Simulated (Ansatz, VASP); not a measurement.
KF in VASP and in Ansatz

POSCAR

```
KF
1.0
    0.0000000000      2.6589605792      2.6589605792
    2.6589605792      0.0000000000      2.6589605792
    2.6589605792      2.6589605792      0.0000000000
K F
1 1
Direct
    0.0000000000      0.0000000000      0.0000000000
    0.5000000000      0.5000000000      0.5000000000
```

Contents of INCAR.step1:

```
PREC     = Accurate       # precision mode
ENCUT    = 520            # plane-wave cutoff, eV
ISMEAR   = 0              # smearing method
SIGMA    = 0.5            # smearing width, eV
LREAL    = False          # projectors in reciprocal space
LASPH    = True           # aspherical terms in the spheres
NELM     = 80             # most SCF steps
NBANDS   = 15             # bands
GGA      = PE             # functional
ALGO     = Normal         # electronic algorithm
EDIFF    = 1E-4           # SCF threshold, eV
LWAVE    = True           # write WAVECAR
LCHARG   = False          # write CHGCAR
```

INCAR.step2

```
PREC     = Accurate       # precision mode
ENCUT    = 520            # plane-wave cutoff, eV
EDIFF    = 1E-6           # SCF threshold, eV
ISMEAR   = 0              # smearing method
SIGMA    = 0.5            # smearing width, eV
LREAL    = False          # projectors in reciprocal space
LASPH    = True           # aspherical terms in the spheres
NELM     = 80             # most SCF steps
ALGO     = Normal         # electronic algorithm
ISIF     = 2              # what is computed and relaxed
LWAVE    = False          # write WAVECAR
LCHARG   = False          # write CHGCAR
METAGGA  = R2SCAN         # meta-GGA
LMIXTAU  = True         
NBANDS   = 15             # bands
ISTART   = 1
```

KPOINTS

```
Automatic mesh
0
Gamma
  6 6 6
```

Input for Ansatz:

```yaml
crystal:
  lattice:
    - [0.0, 2.6589605792, 2.6589605792]
    - [2.6589605792, 0.0, 2.6589605792]
    - [2.6589605792, 2.6589605792, 0.0]
  atoms:
    - { symbol: K, position: [0.0, 0.0, 0.0] }
    - { symbol: F, position: [0.5, 0.5, 0.5] }
kpoints:
  mp_grid: { grid: [6, 6, 6] }
hamiltonian:
  xc: r2scan
scf:
  occupations: { method: gaussian, width: 0.5 }
  n_extra_bands: 4
output:
  forces: true
  stress: true
  eigenvalues: true
```

Alike in both runs: task single point; functional r2SCAN; k mesh 6 × 6 × 6; occupations gaussian, width 0.5 eV; no spin polarisation.

```csv
,VASP,Ansatz
version,VASP 6.6.1,Ansatz 0.2.0
potentials or method,"VASP PAW PBE potentials, release 64 (K_sv, F)",plane waves
plane-wave cutoff (eV),520,500
valence electrons in the cell,16,16
```

```csv
,VASP,Ansatz,Ansatz less VASP
gap on the k mesh at the Fermi level (eV),6.91,6.91,+0.001
pressure (GPa),0.0,0.0,+0.04
```

VASP's potentials were made for PBE, not for r2SCAN.
